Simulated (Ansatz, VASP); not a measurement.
Two plane-wave programs on BN

INCAR

```
PREC = Accurate
ENCUT = 520
EDIFF = 1E-7
ISMEAR = 0
SIGMA = 0.05
LREAL = False
LASPH = True
NELM = 80
ALGO = Normal
ISIF = 2
LWAVE = False
LCHARG = False
GGA = PE
NBANDS = 16
```

The input KPOINTS:

```
Automatic mesh
0
Gamma
  12 12 4
```

Contents of POSCAR:

```
BN
1.0
    2.5121751215      0.0000000000      0.0000000000
   -1.2560875608      2.1756074740      0.0000000000
    0.0000000000      0.0000000000      8.3436910039
B N
2 2
Direct
    0.3721815680      0.6951055483      0.2500000000
    0.7055149014      0.3617722149      0.7500000000
    0.3333333333      0.6666666667      0.7500000000
    0.6666666667      0.3333333333      0.2500000000
```

Input for Ansatz:

```yaml
crystal:
  lattice:
    - [2.5121751215, 0.0, 0.0]
    - [-1.2560875608, 2.175607474, 0.0]
    - [0.0, 0.0, 8.3436910039]
  atoms:
    - { symbol: B, position: [0.372181568, 0.6951055483, 0.25] }
    - { symbol: B, position: [0.7055149014, 0.3617722149, 0.75] }
    - { symbol: "N", position: [0.3333333333, 0.6666666667, 0.75] }
    - { symbol: "N", position: [0.6666666667, 0.3333333333, 0.25] }
basis:
  ecutwfc: 420
kpoints:
  mp_grid: { grid: [12, 12, 4] }
hamiltonian:
  xc: pbe
scf:
  occupations: { method: gaussian, width: 0.05 }
output:
  forces: true
  stress: true
  eigenvalues: true
```

Change from the starting cell: all B atoms moved +0.087 Å, as atom 1 along Cartesian [1 1 0].

Alike in both runs: task single point; functional PBE; k mesh 12 × 12 × 4; occupations gaussian, width 0.05 eV; no spin polarisation.

```csv
,VASP,Ansatz
version,VASP 6.6.1,Ansatz 0.2.0
potentials or method,"VASP PAW PBE potentials, release 64 (B, N), cutoff 520 eV","scalar-relativistic, plane waves, PAW"
valence electrons in the cell,16,16
```

|  | VASP | Ansatz | Ansatz less VASP |
| --- | --- | --- | --- |
| gap on the k mesh at the Fermi level (eV) | 4.24 | 4.24 | +0.007 |
| least direct gap on the mesh (eV) | 4.67 | 4.68 | +0.005 |
| pressure (GPa) | 2.3 | 2.3 | -0.01 |
| traceless stress, the component that is largest in VASP (GPa) | -2.40 | -2.26 | +0.136 |
| rms of the force components (eV/Å) | 2.067 | 2.073 | +0.0057 |

Atom by atom the forces differ by 0.006 eV/Å (rms over components). The functional is the same, so the differences come from potentials, cutoffs and numerics.
